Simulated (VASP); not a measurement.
# HgF3 (Pm-3m) in VASP: a series of runs, part 2 of 2

VASP 6.6.1. Earlier steps stand in the parts before.

### Step 4. Relaxation of cell and atoms, PBEsol, target pressure 30 GPa, at which the enthalpy is minimised

INCAR reads:

```
SYSTEM = HgF3
PREC = Accurate ; ENCUT = 600
EDIFF = 1E-6 ; ISMEAR = -1
SIGMA = 0.05 ; LREAL = .False.
LASPH = .True. ; NELM = 60
ALGO = Normal ; ISIF = 3
LWAVE = .False. ; LCHARG = .False.
GGA = PS ; IBRION = 2
NSW = 60 ; EDIFFG = -0.03
PSTRESS = 300.0
```

KPOINTS reads:

```
Automatic mesh
0
Gamma
  7 7 7
  0 0 0
```

POSCAR reads:

```
HgF3
1.0
    3.6100000000      0.0000000000      0.0000000000
    0.0000000000      3.6100000000      0.0000000000
    0.0000000000      0.0000000000      3.6100000000
Hg F
1 3
Direct
    0.0000000000      0.0000000000      0.0000000000
    0.0000000000      0.5000000000      0.5000000000
    0.5000000000      0.0000000000      0.5000000000
    0.5000000000      0.5000000000      0.0000000000
```

Potentials or basis: VASP PAW PBE potentials, release 64 (Hg, F).

Started as:

```sh
> cat potpaw_PBE.64/Hg/POTCAR potpaw_PBE.64/F/POTCAR > POTCAR
> mpirun -np 1 vasp_std > vasp.out
```

OUTCAR:

```text
SYSTEM = HgF3
   PREC = Accurate
   ENCUT = 600
   EDIFF = 1E-6
   ISMEAR = -1
   LREAL = .False.
   LASPH = .True.
   NELM = 60
   ISIF = 3
   GGA = PS
   IBRION = 2
   NSW = 60
   EDIFFG = -0.03
   PSTRESS = 300.0

 ion  position               nearest neighbor table
   1  0.000  0.000  0.000-   2 2.55   3 2.55   4 2.55   2 2.55   3 2.55   2 2.55   4 2.55   2 2.55
                             3 2.55   4 2.55   3 2.55   4 2.55
   2  0.000  0.500  0.500-   1 2.55   1 2.55   1 2.55   1 2.55
   3  0.500  0.000  0.500-   1 2.55   1 2.55   1 2.55   1 2.55
   4  0.500  0.500  0.000-   1 2.55   1 2.55   1 2.55   1 2.55

  LATTYP: Found a simple cubic cell.
 ALAT       =     3.6100000000

  Lattice vectors:

 A1 = (   3.6100000000,   0.0000000000,   0.0000000000)
 A2 = (   0.0000000000,   3.6100000000,   0.0000000000)
 A3 = (   0.0000000000,   0.0000000000,   3.6100000000)

Analysis of symmetry for initial positions (statically):
=====================================================================
 Subroutine PRICEL returns:
 Original cell was already a primitive cell.

 Routine SETGRP: Setting up the symmetry group for a
 simple cubic supercell.

 Subroutine GETGRP returns: Found 48 space group operations
 (whereof 48 operations were pure point group operations)
 out of a pool of 48 trial point group operations.

The static configuration has the point symmetry O_h .
[... 129 lines left out ...]
   IALGO  =     38    algorithm
   IMIX   =      4    mixing-type and parameters
     AMIX     =   0.40;   BMIX     =  1.00
     AMIX_MAG =   1.60;   BMIX_MAG =  1.00
  volume/ion in A,a.u.               =      11.76        79.37
  Fermi-wavevector in a.u.,A,eV,Ry     =   1.454584  2.748766 28.787424  2.115816
  Thomas-Fermi vector in A             =   2.571718
   LORBIT       =      0    0 simple, 1 ext, 2 COOP (PROOUT), +10 PAW based schemes
   GGA     = PS    functional components
   LHFCALC =     F    Hartree Fock is set to
   AEXX    =    0.0000 exact exchange contribution
   IVDW    =     0    specifies the selected vdW correction
   LEPSILON=     F    determine dielectric tensor
   LRPA    =     F    only Hartree local field effects (RPA)
 conjugate gradient relaxation of ions
 non-spin polarized calculation
  energy-cutoff  :      600.00
  volume of cell :       47.05
 maximum number of plane-waves:      1588
 NGX is ok and might be reduce to    30
   NGX = 15   NGY = 15   NGZ = 15

--------------------------------------- Ionic step        1  -------------------------------------------

 number of electron      32.9999968 magnetization

 Free energy of the ion-electron system (eV)
  ---------------------------------------------------
  ext. energy  EPLUGINS =         0.00000000
  ---------------------------------------------------
  free energy    TOTEN  =        -9.16018664 eV

  energy without entropy =       -9.07728355  energy(sigma->0) =       -9.11873510

 E-fermi :  -1.0252     XC(G=0): -11.3853

 val. band max:       -1.0291074218   @ k =   0.2857   0.2857   0.1429
 cond. band min:      -0.9949178062   @ k =   0.2857   0.2857   0.2857
 fundamental gap:      0.0341896156
 Fermi energy:        -1.0252195848
[... 1044 lines left out ...]
--------------------------------------- Ionic step        4  -------------------------------------------

 number of electron      32.9999980 magnetization

 Free energy of the ion-electron system (eV)
  ---------------------------------------------------
  ext. energy  EPLUGINS =         0.00000000
  ---------------------------------------------------
  free energy    TOTEN  =        -8.57328605 eV

  energy without entropy =       -8.49987929  energy(sigma->0) =       -8.53658267

 E-fermi :   1.2196     XC(G=0): -12.6801

 val. band max:        1.2069451321   @ k =   0.4286   0.2857   0.1429
 cond. band min:       1.2256689181   @ k =   0.4286   0.1429   0.0000
 fundamental gap:      0.0187237860
 Fermi energy:         1.2196238238
[... 493 lines left out ...]
  energy  without entropy=       -8.4998792902  energy(sigma->0) =       -8.53658267

  enthalpy is  TOTEN    =        -1.4810033919 eV   P V=        7.0922826611

 reached required accuracy - stopping structural energy minimisation
```

CONTCAR:

```text
HgF3
   1.00000000000000
     3.3583435493855012   -0.0000000000000000    0.0000000000000000
    -0.0000000000000000    3.3583435493855012   -0.0000000000000000
     0.0000000000000000    0.0000000000000000    3.3583435493855012
  Hg              F
     1     3
Direct
     0.0000000000000000    0.0000000000000000    0.0000000000000000
     0.0000000000000000    0.5000000000000000    0.5000000000000000
     0.5000000000000000    0.0000000000000000    0.5000000000000000
     0.5000000000000000    0.5000000000000000    0.0000000000000000

  0.00000000E+00  0.00000000E+00  0.00000000E+00
  0.00000000E+00  0.00000000E+00  0.00000000E+00
  0.00000000E+00  0.00000000E+00  0.00000000E+00
  0.00000000E+00  0.00000000E+00  0.00000000E+00
```

Run time: 64 s. Hardware: 1 thread of Intel Xeon Platinum 8259CL at 2.50GHz (Skylake/Cascade Lake), shared host; peak memory 0.19 GiB.

Results:

```
Free energy                                            : -8.5733 eV
Relaxed volume                                         : 9.47 Å³/atom
Relaxed cell                                           : a = 3.358 Å, b = 3.358 Å, c = 3.358 Å, α = 90.00°, β = 90.00°, γ = 90.00°
Space group after relaxing (to 0.05 Å)                 : Pm-3m (No. 221)
Energy change on relaxing (the enthalpy is what falls) : +146.7 meV/atom
Ionic steps                                            : 4
Pressure after relaxing                                : 29.9 GPa
```

The path:
| step | energy change (eV) | largest force (eV/Å) | pressure (GPa) | volume (Å³) |
| --- | --- | --- | --- | --- |
| 1 | 0.0000 | 0.0000 | -2.80 | 47.05 |
| 2 | 2.3421 | 0.0000 | 80.90 | 32.48 |
| 3 | 0.5562 | 0.0000 | 28.88 | 38.04 |
| 4 | 0.5869 | 0.0000 | 29.90 | 37.88 |

Final structure:
```
Hg F
1.0
     3.35834    0.00000    0.00000
     0.00000    3.35834    0.00000
     0.00000    0.00000    3.35834
Hg F
1 3
Direct
  0.00000 0.00000 0.00000
  0.00000 0.50000 0.50000
  0.50000 0.00000 0.50000
  0.50000 0.50000 0.00000
```

Levels at points of the mesh, in eV from the Fermi level:
```tsv
k point	band 13	band 14	band 15	band 16	band 17	band 18	band 19	band 20
(0.00, 0.00, 0.00)	-1.86	-1.86	-0.21	-0.21	-0.21	1.03	16.38	17.46
```

Caveat: the cell is relaxed towards a set pressure, so the enthalpy falls and the energy may rise; the volume moved by over 15 % at a fixed basis, so the end points are rough; the PAW data sets were made with another functional, which shifts forces and pressure a little; spin-orbit coupling is left out, which moves the levels of the heavy elements; an odd number of electrons without spin polarisation forces a metal; a magnetic or distorted state may lie lower.

### Step 5. Summary

| cell | gap on the mesh (eV) | pressure (GPa) |
| --- | --- | --- |
| relaxed to 10 GPa | none | 10.0 |
| relaxed to 20 GPa | none | 19.9 |
| relaxed to 30 GPa | none | 29.9 |

Alike in all rows: task relaxation of cell and atoms; level PBEsol; potentials or basis VASP PAW PBE potentials, release 64 (Hg, F); no spin polarisation; k mesh 7 × 7 × 7; cutoff (eV) 600; smearing fermi-dirac 0.05 eV.

Caveats: the cell is relaxed towards a set pressure, so the enthalpy falls and the energy may rise; the PAW data sets were made with another functional, which shifts forces and pressure a little; spin-orbit coupling is left out, which moves the levels of the heavy elements; an odd number of electrons without spin polarisation forces a metal; a magnetic or distorted state may lie lower; the volume moved by over 15 % at a fixed basis, so the end points are rough (some runs).

Absolute energies hang on the potentials; compare differences alone.
